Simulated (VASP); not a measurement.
Re, 4 atoms in the cell. The cell holds a wire or tube with vacuum around it, 4 atoms: a = 11.600 Å, b = 9.300 Å, c = 4.839 Å, α = 90.00°, β = 90.00°, γ = 90.00°. 

| Property | Result |
| --- | --- |
| Program | VASP 6.6.1 |
| Task | single point |
| Functional | PBE |
| Potentials or basis | VASP PAW PBE potentials, release 64 (Re) |
| Cutoff | 520 eV |
| k mesh | 1 × 1 × 13 |
| Occupations | gaussian, width 0.05 eV |
| Spin | collinear spin |
| Starting moments | [1.5, 1.5, 1.5, 1.5] μB |
| Dipole correction | no |
| Further INCAR settings | ALGO = Normal; EDIFF = 1e-07; NBANDS = 26 |

Potentials or basis: VASP PAW PBE potentials, release 64 (Re).

Run with:

```sh
$ cat potpaw_PBE.64/Re/POTCAR > POTCAR
$ mpirun -np 1 vasp_std > vasp.out
```

Hardware: 1 thread of AMD EPYC 9R45 96-Core Processor (Zen 5) (shared host).

Question: Estimate the wall time of this run.

Answer: Wall time 5 min on 1 thread of AMD EPYC 9R45 96-Core Processor (Zen 5) (shared host), peak memory 0.69 GiB. Counts: scf iterations 29, k points 7.
